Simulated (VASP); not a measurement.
Write the native input for VASP 6.6.1 that does the following.

```yaml
Task: single point
Functional: PBE
Potentials_or_basis: VASP PAW PBE potentials, release 64 (Bi_d, P)
Cutoff: 520 eV
k_mesh: 4 × 4 × 4
Occupations: gaussian, width 0.1 eV
Spin: no spin polarisation
Dipole_correction: no
Further_INCAR_settings: ALGO = Normal; EDIFF = 1e-06; NBANDS = 28
```

The structure of BiP lies in POSCAR:

```
BiP
1.0
    4.4314775427      0.0000000000      0.0000000000
    0.0000000000      3.8896123246      2.8682360897
    0.0000000000     -3.8896123246      2.8682360897
Bi P
2 2
Direct
    0.7500000000      0.4061687042      1.1212317110
    0.2500000000      1.1212317110      0.4061687042
    0.2500000000      0.6987547697      0.8295254240
    0.7500000000      0.8295254240      0.6987547697
```

These files were run (other wordings do the same):

INCAR

```
SYSTEM = BiP
ALGO = Normal ; EDIFF = 1E-6
ENCUT = 520 ; GGA = PE
ISIF = 2 ; ISMEAR = 0
LASPH = .True. ; LCHARG = .True.
LELF = .True. ; LREAL = .False.
LVHAR = .True. ; LWAVE = .False.
NBANDS = 28 ; NELM = 80
PREC = Accurate ; SIGMA = 0.1
```

KPOINTS

```
k-points
0
Gamma
  4 4 4
  0 0 0
```

Potentials or basis: VASP PAW PBE potentials, release 64 (Bi_d, P).

Run with:

```sh
$ cat potpaw_PBE.64/Bi_d/POTCAR potpaw_PBE.64/P/POTCAR > POTCAR
$ mpirun -np 1 vasp_std > vasp.out
```

It gave:

```
Pressure               : -0.2 GPa
Largest force          : 0.034 eV/Å
Band gap on the k mesh : zero (band 20 reaches 8.07 eV, above the bottom of band 21 at 6.76 eV)
```

Caveat: spin-orbit coupling is left out, which moves the levels of the heavy elements.

Run time: 30 s on 1 thread of Intel(R) Xeon(R) Platinum 8488C (Sapphire Rapids) (shared host), peak memory 0.21 GiB.
